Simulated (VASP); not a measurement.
Crystal: Au.

```
CELL_PARAMETERS angstrom
0.00000 2.03882 2.03882
2.03882 0.00000 2.03882
2.03882 2.03882 0.00000
ATOMIC_POSITIONS crystal
Au 0.00000 0.00000 0.00000
```

| Property | Result |
| --- | --- |
| Program | VASP 6.6.1 |
| Task | relaxation of cell and atoms |
| Functional | LDA |
| Potentials or basis | VASP PAW LDA potentials, release 64 (Au) |
| Cutoff | 500 eV |
| k mesh | 18 × 18 × 18 |
| Occupations | fermi-dirac, width 0.05 eV |
| Spin | no spin polarisation |

At the start: pressure -3.5 GPa; volume 16.95 Å³/atom.

**Question.** How do energy, volume and symmetry change on relaxing?

**Answer.** Over 3 steps the energy falls by 3.6 meV/atom and the volume is 16.63 Å³/atom (-1.9 %); space group Fm-3m (No. 225, to 0.1 Å) before and after.

The path:
| step | energy change (eV) | largest force (eV/Å) | pressure (GPa) | volume (Å³) |
| --- | --- | --- | --- | --- |
| 1 | 0.0000 | 0.0000 | -3.48 | 16.95 |
| 2 | 0.0091 | 0.0000 | 7.41 | 16.06 |
| 3 | -0.0036 | 0.0000 | -0.04 | 16.63 |

Final structure:
```xyz
1
Lattice="0.0000 2.0260 2.0260 2.0260 0.0000 2.0260 2.0260 2.0260 0.0000" Properties=species:S:1:pos:R:3 pbc="T T T"
Au    0.0000    0.0000    0.0000
```
